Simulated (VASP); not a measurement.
# C (P6_3mc) in VASP: single point with PBE

Aim: the single point of C with PBE.

Everything below comes from runs of VASP 6.6.1. Logs are shortened: lines on timing, memory, paths and dates and some standing lists are left out, and cuts for length are marked.

## (1) The cell of the first run

Symmetry: P6_3mc, No. 186, hexagonal system. The conventional cell has a = 2.470 Å, b = 2.470 Å, c = 6.790 Å, α = 90.00°, β = 90.00°, γ = 120.00°. Within 1.9 Å of C (site symmetry 3m) lie 3 C at 1.43 Å. C (site symmetry 3m) has 3 C at 1.43 Å within 1.9 Å.

## (2) Single point, PBE

INCAR reads:

```
SYSTEM = C
ALGO = Normal
EDIFF = 1E-6
ENCUT = 520
GGA = PE
ISIF = 2
ISMEAR = 0
LASPH = .True.
LCHARG = .False.
LREAL = .False.
LWAVE = .False.
NBANDS = 16
NELM = 60
PREC = Accurate
SIGMA = 0.05
```

KPOINTS reads:

```
k-points
0
Gamma
  18 18 6
  0 0 0
```

POSCAR reads:

```
C
1.0
    2.4700000000      0.0000000000      0.0000000000
   -1.2350000000      2.1390827500      0.0000000000
    0.0000000000      0.0000000000      6.7900000000
C
4
Direct
    0.0000000000      0.0000000000      0.0000000000
    0.0000000000      0.0000000000      0.5000000000
    0.3333333300      0.6666666700      0.0050000000
    0.6666666700      0.3333333300      0.5050000000
```

Potentials or basis: VASP PAW PBE potentials, release 64 (C).

Launch:

```
$ cat potpaw_PBE.64/C/POTCAR > POTCAR
$ mpirun -np 1 vasp_std > vasp.out
```

OUTCAR:

```text
SYSTEM = C
   EDIFF = 1E-6
   ENCUT = 520
   GGA = PE
   ISIF = 2
   ISMEAR = 0
   LASPH = .True.
   LREAL = .False.
   NELM = 60
   PREC = Accurate

 ion  position               nearest neighbor table
   1  0.000  0.000  0.000-   3 1.43   3 1.43   3 1.43
   2  0.000  0.000  0.500-   4 1.43   4 1.43   4 1.43
   3  0.333  0.667  0.005-   1 1.43   1 1.43   1 1.43
   4  0.667  0.333  0.505-   2 1.43   2 1.43   2 1.43

  LATTYP: Found a hexagonal cell.
 ALAT       =     2.4700000000
 C/A-ratio  =     2.7489878543

  Lattice vectors:

 A1 = (   2.4700000000,   0.0000000000,   0.0000000000)
 A2 = (  -1.2350000000,   2.1390827500,   0.0000000000)
 A3 = (   0.0000000000,   0.0000000000,   6.7900000000)

Analysis of symmetry for initial positions (statically):
=====================================================================
 Subroutine PRICEL returns:
 Original cell was already a primitive cell.

 Routine SETGRP: Setting up the symmetry group for a
 hexagonal supercell.

 Subroutine GETGRP returns: Found 12 space group operations
 (whereof  6 operations were pure point group operations)
 out of a pool of 24 trial point group operations.

The static configuration has the point symmetry C_3v.
 The point group associated with its full space group is C_6v.

Analysis of symmetry for dynamics (positions and initial velocities):
=====================================================================
 Subroutine PRICEL returns:
 Original cell was already a primitive cell.

 Routine SETGRP: Setting up the symmetry group for a
 hexagonal supercell.

 Subroutine GETGRP returns: Found 12 space group operations
 (whereof  6 operations were pure point group operations)
 out of a pool of 24 trial point group operations.

The dynamic configuration has the point symmetry C_3v.
 The point group associated with its full space group is C_6v.

 Subroutine INISYM returns: Found 12 space group operations
 (whereof  6 operations are pure point group operations),
 and found     1 'primitive' translations

----------------------------------------------------------------------------------------

                                     Primitive cell

  volume of cell :      35.8752

  direct lattice vectors                    reciprocal lattice vectors
     2.470000000  0.000000000  0.000000000     0.404858300  0.233745048  0.000000000
    -1.235000000  2.139082750  0.000000000     0.000000000  0.467490096  0.000000000
     0.000000000  0.000000000  6.790000000     0.000000000  0.000000000  0.147275405

  length of vectors
     2.470000000  2.470000002  6.790000000     0.467490096  0.467490096  0.147275405

  position of ions in fractional coordinates (direct lattice)
     0.000000000  0.000000000  0.000000000
     0.000000000  0.000000000  0.500000000
     0.333333330  0.666666670  0.005000000
     0.666666670  0.333333330  0.505000000

  ion indices of the primitive-cell ions
   primitive index   ion index
                 1           1
                 2           2
                 3           3
                 4           4

----------------------------------------------------------------------------------------

 KPOINTS: k-points

Automatic generation of k-mesh.
 Grid dimensions read from file:
 generate k-points for:   18   18    6

 Generating k-lattice:

  Cartesian coordinates                     Fractional coordinates (reciprocal lattice)
     0.022492128  0.012985836  0.000000000     0.055555556  0.000000000  0.000000000
     0.000000000  0.025971672  0.000000000     0.000000000  0.055555556  0.000000000
     0.000000000  0.000000000  0.024545901     0.000000000  0.000000000  0.166666667

  Length of vectors
     0.025971672  0.025971672  0.024545901

  Shift w.r.t. Gamma in fractional coordinates (k-lattice)
     0.000000000  0.000000000  0.000000000

 Subroutine IBZKPT returns following result:
 ===========================================

 Found    148 irreducible k-points:

 Following reciprocal coordinates:
            Coordinates               Weight
  0.000000  0.000000  0.000000      1.000000
  0.055556 -0.000000  0.000000      6.000000
  0.111111 -0.000000  0.000000      6.000000
  0.166667 -0.000000  0.000000      6.000000
  0.222222 -0.000000  0.000000      6.000000
  0.277778  0.000000  0.000000      6.000000
[... 16 lines left out ...]
  0.333333  0.111111  0.000000     12.000000
  0.388889  0.111111  0.000000     12.000000
 [... further k-points ...]
   k-points           NKPTS =    148   k-points in BZ     NKDIM =    148   number of bands    NBANDS=     16
   number of dos      NEDOS =    301   number of ions     NIONS =      4
   total plane-waves  NPLWV =  16200
   dimension x,y,z NGX =    18 NGY =   18 NGZ =   50
   dimension x,y,z NGXF=    36 NGYF=   36 NGZF=  100
   ions per type =               4
   NGX,Y,Z   is equivalent  to a cutoff of  12.12, 12.12, 12.24 a.u.
   NGXF,Y,Z  is equivalent  to a cutoff of  24.23, 24.23, 24.48 a.u.
 SYSTEM =  C
   PREC   = accura    normal or accurate (medium, high low for compatibility)
   ISTART =      0    job   : 0-new  1-cont  2-samecut
   ICHARG =      2    charge: 1-file 2-atom 10-const
   ISPIN  =      1    spin polarized calculation?
   LNONCOLLINEAR =      F non collinear calculations
   LSORBIT =      F    spin-orbit coupling
   LASPH  =      T    aspherical Exc in radial PAW
   ENCUT  =  520.0 eV  38.22 Ry    6.18 a.u.   4.59  4.59 12.62*2*pi/ulx,y,z
   NELM   =     60;   NELMIN=  2; NELMDL= -5     # of ELM steps
   EDIFF  = 0.1E-05   stopping-criterion for ELM
   LREAL  =      F    real-space projection
   EDIFFG = 0.1E-04   stopping-criterion for IOM
   NSW    =      0    number of steps for IOM
   IBRION =     -1    ionic relax: 0-MD 1-quasi-New 2-CG
   NFREE  =      0    steps in history (QN), initial steepest desc. (CG)
   ISIF   =      2    stress and relaxation
   ISYM   =      2    0-nonsym 1-usesym 2-fastsym
   POTIM  = 0.5000    time-step for ionic-motion
   TEBEG  =    0.0;   TEEND  =   0.0 temperature during run
   PSTRESS=    0.0 pullay stress
   NELECT =      16.0000    total number of electrons
   NUPDOWN=      -1.0000    fix difference up-down
   EMIN   =  10.00;   EMAX   =-10.00  energy-range for DOS
   EFERMI =   0.00;   METHOD = LEGACY
   ISMEAR =     0;   SIGMA  =   0.05  broadening in eV -4-tet -1-fermi 0-gaus
   EFERMI_NEDOS =   21; number of points for ismear=-14 and -15
   IALGO  =     38    algorithm
   IMIX   =      4    mixing-type and parameters
     AMIX     =   0.40;   BMIX     =  1.00
     AMIX_MAG =   1.60;   BMIX_MAG =  1.00
  volume/ion in A,a.u.               =       8.97        60.52
  Fermi-wavevector in a.u.,A,eV,Ry     =   1.250787  2.363645 21.285884  1.564468
  Thomas-Fermi vector in A             =   2.384765
   LORBIT       =      0    0 simple, 1 ext, 2 COOP (PROOUT), +10 PAW based schemes
   GGA     = PE    functional components
   LHFCALC =     F    Hartree Fock is set to
   AEXX    =    0.0000 exact exchange contribution
   IVDW    =     0    specifies the selected vdW correction
   LEPSILON=     F    determine dielectric tensor
   LRPA    =     F    only Hartree local field effects (RPA)
 non-spin polarized calculation
 Gauss-broadening in eV      SIGMA  =   0.05
  energy-cutoff  :      520.00
  volume of cell :       35.88
 maximum number of plane-waves:       986
   NGX =  9   NGY =  9   NGZ = 25

 number of electron      15.9999995 magnetization

 Free energy of the ion-electron system (eV)
  ---------------------------------------------------
  ext. energy  EPLUGINS =         0.00000000
  ---------------------------------------------------
  free energy    TOTEN  =       -36.83291706 eV

  energy without entropy =      -36.83252544  energy(sigma->0) =      -36.83272125

 E-fermi :   4.5316     XC(G=0): -10.2314

 val. band max:        4.5288331411   @ k =   0.3333   0.3333   0.5000
 cond. band min:       4.5393596589   @ k =   0.3333   0.3333   0.3333
 fundamental gap:      0.0105265178
 Fermi energy:         4.5315749540

 k-point     1 :       0.0000    0.0000    0.0000
  band No.  band energies     occupation
      1     -15.0512      2.00000
      2     -14.7764      2.00000
      3      -3.8859      2.00000
      4      -2.0271      2.00000
      5       1.5266      2.00000
      6       1.5266      2.00000
[... 8 lines left out ...]
     15      15.7725      0.00000
     16      16.0441      0.00000

 k-point     2 :       0.0556   -0.0000    0.0000
  band No.  band energies     occupation
      1     -14.9778      2.00000
      2     -14.7043      2.00000
      3      -3.7969      2.00000
      4      -1.9438      2.00000
      5       1.2256      2.00000
      6       1.2489      2.00000
[... 8 lines left out ...]
     15      15.5177      0.00000
     16      15.7999      0.00000

 k-point     3 :       0.1111   -0.0000    0.0000
  band No.  band energies     occupation
      1     -14.7580      2.00000
      2     -14.4882      2.00000
      3      -3.5310      2.00000
      4      -1.6950      2.00000
      5       0.4012      2.00000
      6       0.4398      2.00000
[... 8 lines left out ...]
     15      15.0591      0.00000
     16      15.1728      0.00000

 k-point     4 :       0.1667   -0.0000    0.0000
  band No.  band energies     occupation
      1     -14.3927      2.00000
      2     -14.1291      2.00000
      3      -3.0907      2.00000
      4      -1.2868      2.00000
      5      -0.7792      2.00000
      6      -0.7224      2.00000
[... 8 lines left out ...]
     15      15.3871      0.00000
     16      15.4679      0.00000
[... 324 lines left out ...]
 k-point    22 :       0.2778    0.1111    0.0000
  band No.  band energies     occupation
      1     -12.2405      2.00000
      2     -12.0129      2.00000
      3      -5.0161      2.00000
      4      -4.9032      2.00000
      5      -2.0878      2.00000
      6      -2.0255      2.00000
[... 8 lines left out ...]
     15      18.0429      0.00000
     16      18.9001      0.00000

 k-point    23 :       0.3333    0.1111    0.0000
  band No.  band energies     occupation
      1     -11.3362      2.00000
      2     -11.1244      2.00000
      3      -6.3959      2.00000
      4      -6.2617      2.00000
      5      -2.4586      2.00000
      6      -2.3916      2.00000
[... 8 lines left out ...]
     15      18.2226      0.00000
     16      19.2242      0.00000

 k-point    24 :       0.3889    0.1111    0.0000
  band No.  band energies     occupation
      1     -10.3382      2.00000
      2     -10.1496      2.00000
      3      -7.6860      2.00000
      4      -7.5397      2.00000
      5      -2.6832      2.00000
      6      -2.6137      2.00000
[... 8 lines left out ...]
     15      17.6303      0.00000
     16      18.6021      0.00000

 [... further k-points ...]

------------------------ aborting loop because EDIFF is reached ----------------------------------------

  FORCE on cell =-STRESS in cart. coord.  units (eV):
  Direction    XX          YY          ZZ          XY          YZ          ZX
  --------------------------------------------------------------------------------------
  -------------------------------------------------------------------------------------
  Total       -0.3059235     -0.3059235      0.6284923     -0.0000000      0.0000000      0.0000000
  in kB      -13.6624654    -13.6624655     28.0683059     -0.0000000      0.0000000      0.0000000
  external PRESSURE =       0.2477917 kB  Pullay stress =       0.0000000 kB

 VOLUME and BASIS-vectors are now :
 -----------------------------------------------------------------------------
  energy-cutoff  :      520.00
  volume of cell :       35.88
      direct lattice vectors                 reciprocal lattice vectors
     2.470000000  0.000000000  0.000000000     0.404858300  0.233745048  0.000000000
    -1.235000000  2.139082750  0.000000000     0.000000000  0.467490096  0.000000000
     0.000000000  0.000000000  6.790000000     0.000000000  0.000000000  0.147275405

 POSITION                                       TOTAL-FORCE (eV/Angst)
 -----------------------------------------------------------------------------------
      0.00000      0.00000      0.00000        -0.000000     -0.000000      0.567586
      0.00000      0.00000      3.39500         0.000000      0.000000      0.567586
     -0.00000      1.42606      0.03395        -0.000000      0.000000     -0.567586
      1.23500      0.71303      3.42895         0.000000     -0.000000     -0.567586
 -----------------------------------------------------------------------------------
    total drift:                               -0.000000     -0.000000      0.000049

  FREE ENERGIE OF THE ION-ELECTRON SYSTEM (eV)
  ---------------------------------------------------
  free  energy   TOTEN  =       -36.8329170575 eV

  energy  without entropy=      -36.8325254384  energy(sigma->0) =      -36.83272125
```

It took 38 s on 1 thread of AMD EPYC 9R14 (Zen 4), shared host; peak memory 0.15 GiB.

What came out:

| Property | Result |
| --- | --- |
| Free energy | -36.8329 eV |
| Pressure | 0.0 GPa |
| Largest force | 0.568 eV/Å |
| Band gap on the k mesh | zero (band 8 reaches 4.54 eV, above the bottom of band 9 at 4.52 eV) |

Forces in eV/Å, atoms in the order of the input:
```
C    0.000  0.000  0.568
C    0.000  0.000  0.568
C    0.000  0.000 -0.568
C    0.000  0.000 -0.568
```

Levels at points of the mesh, in eV from the Fermi level:
```
           k point  band 5  band 6  band 7  band 8  band 9  band 10  band 11  band 12
(0.00, 0.00, 0.00)   -3.00   -3.00   -2.99   -2.99    4.19     8.29     8.29     8.34
(0.50, 0.00, 0.00)   -6.38   -6.33   -2.72   -2.07    1.50     2.15     7.17     7.53
(0.00, 0.00, 0.50)   -3.00   -3.00   -3.00   -3.00    6.74     6.74     8.31     8.31
(0.50, 0.00, 0.50)   -6.36   -6.36   -2.34   -2.34    1.65     1.65     7.35     7.35
```

Caveat: this functional lacks dispersion, which binds the layers, so the pressure and a relaxed spacing across them are unreliable.
